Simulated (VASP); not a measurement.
Set up this calculation in VASP 6.6.1, as the native input.

```yaml
Task: single point
Functional: PBE
Potentials_or_basis: VASP PAW PBE potentials, release 64 (Si, N)
Cutoff: 600 eV
k_mesh: 6 × 6 × 6
Occupations: gaussian, width 0.2 eV
Spin: no spin polarisation
Dipole_correction: no
Further_INCAR_settings: ALGO = Normal; EDIFF = 1e-06; NBANDS = 17
```

The structure of SiN lies in POSCAR:

```
SiN
1.0
    0.0000000000      2.7613635874      2.7613635874
    2.7613635874      0.0000000000      2.7613635874
    2.7613635874      2.7613635874      0.0000000000
Si N
2 2
Direct
    0.0000000000      0.0000000000      0.0000000000
    0.2500000000      0.2500000000      0.2500000000
    0.5000000000      0.5000000000      0.5000000000
    0.7500000000      0.7500000000      0.7500000000
```

The input as run:

INCAR

```
  PREC = Accurate
  ENCUT = 600
  EDIFF = 1E-6
  ISMEAR = 0
  SIGMA = 0.2
  LREAL = False
  LASPH = True
  NELM = 120
  ALGO = Normal
  ISIF = 2
  LWAVE = False
  LCHARG = True
  GGA = PE
  LELF = True
  LVHAR = True
  NBANDS = 17
  GGA_COMPAT = False
```

KPOINTS

```
regular mesh
0
Gamma
  6 6 6
```

Potentials or basis: VASP PAW PBE potentials, release 64 (Si, N).

Command:

```bash
$ cat potpaw_PBE.64/Si/POTCAR potpaw_PBE.64/N/POTCAR > POTCAR
$ mpirun -np 1 vasp_std > vasp.out
```

It gave:

- Pressure: -0.6 GPa
- Band gap on the k mesh: zero (band 9 reaches 9.51 eV, above the bottom of band 10 at 6.98 eV)

It took 26 s on 1 thread of AMD EPYC 7R13, with other jobs on the host, peak memory 0.14 GiB.
